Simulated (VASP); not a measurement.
# Pb (Fm-3m) in VASP: a series of runs

Runs on Pb. Level: PBE. Tasks: single point.

Program: VASP 6.6.1. These are calculated values, not measurements. Logs are shortened: lines on timing, memory, paths and dates and some standing lists are left out, and cuts for length are marked.

### 1 The cell of the first run

The structure is cubic, space group Fm-3m (No. 225). Conventional cell: a = 5.042 Å, b = 5.042 Å, c = 5.042 Å, α = 90.00°, β = 90.00°, γ = 90.00°. Pb (site symmetry m-3m) has 12 Pb at 3.57 Å within 4.7 Å.

### 2 Single point, PBE

INCAR reads:

```
PREC = Accurate
ENCUT = 520
EDIFF = 1E-6
ISMEAR = 0
SIGMA = 0.1
LREAL = F
LASPH = T
NELM = 60
ALGO = Normal
ISIF = 2
LWAVE = F
LCHARG = F
GGA = PE
NBANDS = 13
```

KPOINTS reads:

```
Automatic mesh
0
Gamma
  14 14 14
```

POSCAR reads:

```
Pb
1.0
    0.0000000000      2.5209979030      2.5209979030
    2.5209979030      0.0000000000      2.5209979030
    2.5209979030      2.5209979030      0.0000000000
Pb
1
Direct
    0.0000000000      0.0000000000      0.0000000000
```

Potentials or basis: VASP PAW PBE potentials, release 64 (Pb_d).

Command:

```
cat potpaw_PBE.64/Pb_d/POTCAR > POTCAR
mpirun -np 1 vasp_std > vasp.out
```

OUTCAR:

```text
PREC = Accurate
   ENCUT = 520
   EDIFF = 1E-6
   ISMEAR = 0
   LREAL = F
   LASPH = T
   NELM = 60
   ISIF = 2
   GGA = PE

 ion  position               nearest neighbor table
   1  0.000  0.000  0.000-

  LATTYP: Found a face centered cubic cell.
 ALAT       =     5.0419958060

  Lattice vectors:

 A1 = (   0.0000000000,   2.5209979030,   2.5209979030)
 A2 = (   2.5209979030,   0.0000000000,   2.5209979030)
 A3 = (   2.5209979030,   2.5209979030,   0.0000000000)

Analysis of symmetry for initial positions (statically):
[... 33 lines left out ...]
                                     Primitive cell

  volume of cell :      32.0441

  direct lattice vectors                    reciprocal lattice vectors
     0.000000000  2.520997903  2.520997903    -0.198334159  0.198334159  0.198334159
     2.520997903  0.000000000  2.520997903     0.198334159 -0.198334159  0.198334159
     2.520997903  2.520997903  0.000000000     0.198334159  0.198334159 -0.198334159

  length of vectors
     3.565229425  3.565229425  3.565229425     0.343524841  0.343524841  0.343524841

  position of ions in fractional coordinates (direct lattice)
     0.000000000  0.000000000  0.000000000

  ion indices of the primitive-cell ions
   primitive index   ion index
                 1           1

----------------------------------------------------------------------------------------

 KPOINTS: Automatic mesh

Automatic generation of k-mesh.
 Grid dimensions read from file:
 generate k-points for:   14   14   14

 Generating k-lattice:

  Cartesian coordinates                     Fractional coordinates (reciprocal lattice)
    -0.014166726  0.014166726  0.014166726     0.071428571  0.000000000  0.000000000
     0.014166726 -0.014166726  0.014166726     0.000000000  0.071428571  0.000000000
     0.014166726  0.014166726 -0.014166726     0.000000000  0.000000000  0.071428571

  Length of vectors
     0.024537489  0.024537489  0.024537489

  Shift w.r.t. Gamma in fractional coordinates (k-lattice)
     0.000000000  0.000000000  0.000000000

 Subroutine IBZKPT returns following result:
 ===========================================

 Found    104 irreducible k-points:

 Following reciprocal coordinates:
            Coordinates               Weight
  0.000000  0.000000  0.000000      1.000000
[... 43 lines left out ...]
   LREAL  =      F    real-space projection
   EDIFFG = 0.1E-04   stopping-criterion for IOM
   NSW    =      0    number of steps for IOM
   IBRION =     -1    ionic relax: 0-MD 1-quasi-New 2-CG
   NFREE  =      0    steps in history (QN), initial steepest desc. (CG)
   ISIF   =      2    stress and relaxation
   ISYM   =      2    0-nonsym 1-usesym 2-fastsym
   POTIM  = 0.5000    time-step for ionic-motion
   TEBEG  =    0.0;   TEEND  =   0.0 temperature during run
   PSTRESS=    0.0 pullay stress
   NELECT =      14.0000    total number of electrons
   NUPDOWN=      -1.0000    fix difference up-down
   EMIN   =  10.00;   EMAX   =-10.00  energy-range for DOS
   EFERMI =   0.00;   METHOD = LEGACY
   ISMEAR =     0;   SIGMA  =   0.10  broadening in eV -4-tet -1-fermi 0-gaus
   EFERMI_NEDOS =   21; number of points for ismear=-14 and -15
   IALGO  =     38    algorithm
   IMIX   =      4    mixing-type and parameters
     AMIX     =   0.40;   BMIX     =  1.00
     AMIX_MAG =   1.60;   BMIX_MAG =  1.00
  volume/ion in A,a.u.               =      32.04       216.24
  Fermi-wavevector in a.u.,A,eV,Ry     =   1.242229  2.347473 20.995600  1.543133
  Thomas-Fermi vector in A             =   2.376593
   LORBIT       =      0    0 simple, 1 ext, 2 COOP (PROOUT), +10 PAW based schemes
   GGA     = PE    functional components
   LHFCALC =     F    Hartree Fock is set to
   AEXX    =    0.0000 exact exchange contribution
   IVDW    =     0    specifies the selected vdW correction
   LEPSILON=     F    determine dielectric tensor
   LRPA    =     F    only Hartree local field effects (RPA)
 non-spin polarized calculation
 Gauss-broadening in eV      SIGMA  =   0.10
  energy-cutoff  :      520.00
  volume of cell :       32.04
 maximum number of plane-waves:       886
   NGX = 13   NGY = 13   NGZ = 13

 number of electron      14.0000003 magnetization

 Free energy of the ion-electron system (eV)
  ---------------------------------------------------
  ext. energy  EPLUGINS =         0.00000000
  ---------------------------------------------------
  free energy    TOTEN  =        -3.56888393 eV

  energy without entropy =       -3.56660363  energy(sigma->0) =       -3.56774378

 E-fermi :   6.6852     XC(G=0):  -9.9226

 val. band max:        6.6776759237   @ k =   0.3571   0.2857   0.0000
 cond. band min:       6.7338778502   @ k =  -0.2857   0.2857   0.0714
 fundamental gap:      0.0562019265
 Fermi energy:         6.6851879969

 k-point     1 :       0.0000    0.0000    0.0000
  band No.  band energies     occupation
      1     -10.3574      2.00000
      2     -10.3574      2.00000
      3     -10.3574      2.00000
      4     -10.2395      2.00000
      5     -10.2395      2.00000
      6      -4.7129      2.00000
      7      13.6676      0.00000
      8      13.6676      0.00000
      9      13.6676      0.00000
     10      16.4023      0.00000
     11      17.3205      0.00000
     12      18.7662      0.00000
     13      18.7662      0.00000
[... 354 lines left out ...]
  band No.  band energies     occupation
      1     -10.3905      2.00000
      2     -10.3076      2.00000
      3     -10.2842      2.00000
      4     -10.2478      2.00000
      5     -10.1803      2.00000
      6      -3.3699      2.00000
      7       7.7931      0.00000
      8      11.1747      0.00000
      9      11.3576      0.00000
     10      14.9658      0.00000
     11      16.4623      0.00000
     12      19.8666      0.00000
     13      20.7630      0.00000

 [... further k-points ...]

------------------------ aborting loop because EDIFF is reached ----------------------------------------

  FORCE on cell =-STRESS in cart. coord.  units (eV):
  Direction    XX          YY          ZZ          XY          YZ          ZX
  --------------------------------------------------------------------------------------
  -------------------------------------------------------------------------------------
  Total       -0.0145605     -0.0145605     -0.0145605     -0.0000000     -0.0000000      0.0000000
  in kB       -0.7280159     -0.7280159     -0.7280159     -0.0000000     -0.0000000      0.0000000
  external PRESSURE =      -0.7280159 kB  Pullay stress =       0.0000000 kB

 VOLUME and BASIS-vectors are now :
 -----------------------------------------------------------------------------
  energy-cutoff  :      520.00
  volume of cell :       32.04
      direct lattice vectors                 reciprocal lattice vectors
     0.000000000  2.520997903  2.520997903    -0.198334159  0.198334159  0.198334159
     2.520997903  0.000000000  2.520997903     0.198334159 -0.198334159  0.198334159
     2.520997903  2.520997903  0.000000000     0.198334159  0.198334159 -0.198334159

 POSITION                                       TOTAL-FORCE (eV/Angst)
 -----------------------------------------------------------------------------------
      0.00000      0.00000      0.00000         0.000000      0.000000     -0.000000
 -----------------------------------------------------------------------------------
    total drift:                               -0.000000     -0.000000     -0.000000

  FREE ENERGIE OF THE ION-ELECTRON SYSTEM (eV)
  ---------------------------------------------------
  free  energy   TOTEN  =        -3.5688839270 eV

  energy  without entropy=       -3.5666036341  energy(sigma->0) =       -3.56774378
```

Run time: 34 s. Hardware: 1 thread of AMD EPYC 9R45 (Zen 5), shared host; peak memory 0.14 GiB.

What came out:

* Free energy: -3.5689 eV
* Pressure: -0.1 GPa
* Band gap on the k mesh: zero (band 7 reaches 13.67 eV, above the bottom of band 8 at 5.23 eV)

Caveat: spin-orbit coupling is left out, which moves the levels of the heavy elements.

### 3 Single point, PBE (volume scaled by 1.03)

INCAR reads:

```
SYSTEM = Pb
PREC = Accurate
ENCUT = 520
EDIFF = 1E-7
ISMEAR = 0
SIGMA = 0.1
LREAL = .FALSE.
LASPH = .TRUE.
NELM = 60
ALGO = Fast
ISIF = 2
LWAVE = .FALSE.
LCHARG = .FALSE.
GGA = PE
NBANDS = 13
```

KPOINTS reads:

```
Automatic mesh
0
G
  14 14 14
  0 0 0
```

POSCAR reads:

```
Pb
1.0
    0.0000000000      2.5459599016      2.5459599016
    2.5459599016      0.0000000000      2.5459599016
    2.5459599016      2.5459599016      0.0000000000
Pb
1
Direct
    0.0000000000      0.0000000000      0.0000000000
```

Potentials or basis: VASP PAW PBE potentials, release 64 (Pb_d).

Command:

```
cat potpaw_PBE.64/Pb_d/POTCAR > POTCAR
mpirun -np 1 vasp_std > vasp.out
```

Run time: 64 s. Hardware: 1 thread of AMD EPYC 9R45 (Zen 5), shared host; peak memory 0.15 GiB.

It converged, with:

- Free energy: -3.5655 eV
- Pressure: -1.2 GPa
- Band gap on the k mesh: zero (band 7 reaches 13.13 eV, above the bottom of band 8 at 4.98 eV)

Levels at points of the mesh, in eV from the Fermi level:
```
           k point  band 5  band 6  band 7  band 8  band 9  band 10
(0.00, 0.00, 0.00)  -16.91  -11.20    6.77    6.77    6.77     9.70
(0.50, 0.00, 0.00)  -16.80   -8.05   -3.80    5.13    5.13     8.75
(0.50, 0.50, 0.00)  -16.78   -6.84   -2.94    1.96    1.96     5.15
```

Caveat: spin-orbit coupling is left out, which moves the levels of the heavy elements.

### 4 Single point, PBE (volume scaled by 1.06)

INCAR reads:

```
PREC     = Accurate       # precision mode
ENCUT    = 520            # plane-wave cutoff, eV
EDIFF    = 1E-6           # SCF threshold, eV
ISMEAR   = 0              # smearing method
SIGMA    = 0.1            # smearing width, eV
LREAL    = F              # projectors in reciprocal space
LASPH    = T              # aspherical terms in the spheres
NELM     = 80             # most SCF steps
ALGO     = Fast           # electronic algorithm
ISIF     = 2              # what is computed and relaxed
LWAVE    = F              # write WAVECAR
LCHARG   = F              # write CHGCAR
GGA      = PE             # functional
NBANDS   = 13             # bands
```

KPOINTS reads:

```
regular mesh
0
Gamma
  14 14 14
```

POSCAR reads:

```
Pb
1.0
    0.0000000000      2.5704417872      2.5704417872
    2.5704417872      0.0000000000      2.5704417872
    2.5704417872      2.5704417872      0.0000000000
Pb
1
Direct
    0.0000000000      0.0000000000      0.0000000000
```

Potentials or basis: VASP PAW PBE potentials, release 64 (Pb_d).

Command:

```
cat potpaw_PBE.64/Pb_d/POTCAR > POTCAR
mpirun -np 1 vasp_std > vasp.out
```

OUTCAR:

```text
PREC = Accurate
   ENCUT = 520
   EDIFF = 1E-6
   ISMEAR = 0
   LREAL = F
   LASPH = T
   NELM = 80
   ISIF = 2
   GGA = PE

 ion  position               nearest neighbor table
   1  0.000  0.000  0.000-

  LATTYP: Found a face centered cubic cell.
 ALAT       =     5.1408835744

  Lattice vectors:

 A1 = (   0.0000000000,   2.5704417872,   2.5704417872)
 A2 = (   2.5704417872,   0.0000000000,   2.5704417872)
 A3 = (   2.5704417872,   2.5704417872,   0.0000000000)
[... 562 lines left out ...]
     12      18.6785      0.00000
     13      19.7206      0.00000

 [... further k-points ...]

------------------------ aborting loop because EDIFF is reached ----------------------------------------

  FORCE on cell =-STRESS in cart. coord.  units (eV):
  Direction    XX          YY          ZZ          XY          YZ          ZX
  --------------------------------------------------------------------------------------
  -------------------------------------------------------------------------------------
  Total       -0.4398026     -0.4398026     -0.4398026     -0.0000000     -0.0000000     -0.0000000
  in kB      -20.7450770    -20.7450770    -20.7450770     -0.0000000     -0.0000000     -0.0000000
  external PRESSURE =     -20.7450770 kB  Pullay stress =       0.0000000 kB

 VOLUME and BASIS-vectors are now :
 -----------------------------------------------------------------------------
  energy-cutoff  :      520.00
  volume of cell :       33.97
      direct lattice vectors                 reciprocal lattice vectors
     0.000000000  2.570441787  2.570441787    -0.194519091  0.194519091  0.194519091
     2.570441787  0.000000000  2.570441787     0.194519091 -0.194519091  0.194519091
     2.570441787  2.570441787  0.000000000     0.194519091  0.194519091 -0.194519091

 POSITION                                       TOTAL-FORCE (eV/Angst)
 -----------------------------------------------------------------------------------
      0.00000      0.00000      0.00000         0.000000      0.000000     -0.000000
 -----------------------------------------------------------------------------------
    total drift:                               -0.000000     -0.000000     -0.000000

  FREE ENERGIE OF THE ION-ELECTRON SYSTEM (eV)
  ---------------------------------------------------
  free  energy   TOTEN  =        -3.5562363239 eV

  energy  without entropy=       -3.5543231274  energy(sigma->0) =       -3.55527973
```

stdout:

```text
POSCAR found type information on POSCAR Pb
 POSCAR found :  1 types and       1 ions
 scaLAPACK will be used
 LDA part: xc-table for (Slater+PW92), standard interpolation
 POSCAR, INCAR and KPOINTS ok, starting setup
 FFT: planning ... GRIDC
 FFT: planning ... GRID_SOFT
 FFT: planning ... GRID
 WAVECAR not read
 entering main loop
```

Wall time 59 s (1 thread of AMD EPYC 9R45 (Zen 5), shared host); peak memory 0.15 GiB.

What came out:

```yaml
Free_energy: -3.5562 eV
Pressure: -2.1 GPa
Band_gap_on_the_k_mesh: zero (band 7 reaches 12.63 eV, above the bottom of band 8 at 4.75 eV)
```

Levels at points of the mesh, in eV from the Fermi level:
| k point | band 4 | band 5 | band 6 | band 7 | band 8 | band 9 | band 10 | band 11 |
| --- | --- | --- | --- | --- | --- | --- | --- | --- |
| (0.00, 0.00, 0.00) | -16.91 | -16.91 | -11.03 | 6.56 | 6.56 | 6.56 | 9.67 | 9.93 |
| (0.50, 0.00, 0.00) | -16.81 | -16.81 | -8.03 | -3.67 | 4.98 | 4.98 | 8.52 | 9.15 |
| (0.50, 0.50, 0.00) | -16.79 | -16.79 | -6.88 | -2.84 | 1.93 | 1.93 | 5.08 | 6.32 |

Caveat: spin-orbit coupling is left out, which moves the levels of the heavy elements.

### 5 Single point, PBE (volume scaled by 1.10)

INCAR reads:

```
ALGO = Normal ; EDIFF = 1E-7
ENCUT = 520 ; GGA = PE
ISIF = 2 ; ISMEAR = 0
LASPH = T ; LCHARG = T
LELF = T ; LREAL = F
LVHAR = T ; LWAVE = F
NBANDS = 13 ; NELM = 60
PREC = Accurate ; SIGMA = 0.1
```

KPOINTS reads:

```
k-points
0
Gamma
  14 14 14
```

POSCAR reads:

```
Pb
1.0
    0.0000000000      2.6023760063      2.6023760063
    2.6023760063      0.0000000000      2.6023760063
    2.6023760063      2.6023760063      0.0000000000
Pb
1
Direct
    0.0000000000      0.0000000000      0.0000000000
```

Command:

```
cat potpaw_PBE.64/Pb_d/POTCAR > POTCAR
mpirun -np 1 vasp_std > vasp.out
```

Wall time 35 s (1 thread of AMD EPYC 9R45 (Zen 5), shared host); peak memory 0.15 GiB.

The run converged. Its results:

```yaml
Free_energy: -3.5359 eV
Pressure: -3.1 GPa
Band_gap_on_the_k_mesh: zero (band 7 reaches 12.00 eV, above the bottom of band 8 at 4.45 eV)
```

Levels at points of the mesh, in eV from the Fermi level:
```tsv
k point	band 4	band 5	band 6	band 7	band 8	band 9	band 10	band 11
(0.00, 0.00, 0.00)	-16.92	-16.92	-10.84	6.27	6.27	6.27	9.47	9.62
(0.50, 0.00, 0.00)	-16.84	-16.84	-8.02	-3.52	4.77	4.77	8.22	9.09
(0.50, 0.50, 0.00)	-16.81	-16.81	-6.94	-2.72	1.87	1.87	4.97	6.21
```

Caveat: spin-orbit coupling is left out, which moves the levels of the heavy elements.

### 6 The runs side by side

```tsv
cell	gap on the mesh (eV)	pressure (GPa)
a = 3.565 Å, angles 60.0°, 1 atom	none	-0.1
a = 3.601 Å, angles 60.0°, 1 atom	none	-1.2
a = 3.635 Å, angles 60.0°, 1 atom	none	-2.1
a = 3.680 Å, angles 60.0°, 1 atom	none	-3.1
```

Alike in all rows: task single point; level PBE; potentials or basis VASP PAW PBE potentials, release 64 (Pb_d); no spin polarisation; k mesh 14 × 14 × 14; cutoff (eV) 520; smearing gaussian 0.1 eV.

Caveats: spin-orbit coupling is left out, which moves the levels of the heavy elements.

Total energies depend on the potentials used, so only differences within one code and one set of settings carry meaning.
